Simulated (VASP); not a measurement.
Here is a VASP 6.6.1 calculation.

The input INCAR:

```
SYSTEM = Ag
PREC = Accurate
ENCUT = 520
EDIFF = 1E-6
ISMEAR = 0
SIGMA = 0.1
LREAL = .False.
LASPH = .True.
NELM = 100
ALGO = Fast
ISIF = 2
LWAVE = .False.
LCHARG = .False.
GGA = PS
NBANDS = 30
```

KPOINTS

```
Automatic mesh
0
Gamma
  18 18 6
  0 0 0
```

Contents of POSCAR:

```
Ag
1.0
    2.8016910093      0.0000000000      0.0000000000
   -1.4008455047      2.4263355876      0.0000000000
    0.0000000000      0.0000000000      9.1535263544
Ag
4
Direct
    0.0000000000      0.0000000000      0.0000000000
    0.0000000000      0.0000000000      0.5000000000
    0.3333333333      0.6666666667      0.2500000000
    0.6666666667      0.3333333333      0.7500000000
```

Potentials or basis: VASP PAW PBE potentials, release 64 (Ag).

Command:

```sh
$ cat potpaw_PBE.64/Ag/POTCAR > POTCAR
$ mpirun -np 1 vasp_std > vasp.out
```

**Question.** Predict the band gap on the k mesh.

**Answer.** Zero (bands 22 and 23 overlap by 6.79 eV).

**Question.** Predict the pressure.

**Answer.** 9.6 GPa.

Caveat: the cell stands under pressure; the PAW data sets were made with another functional, which shifts forces and pressure a little.
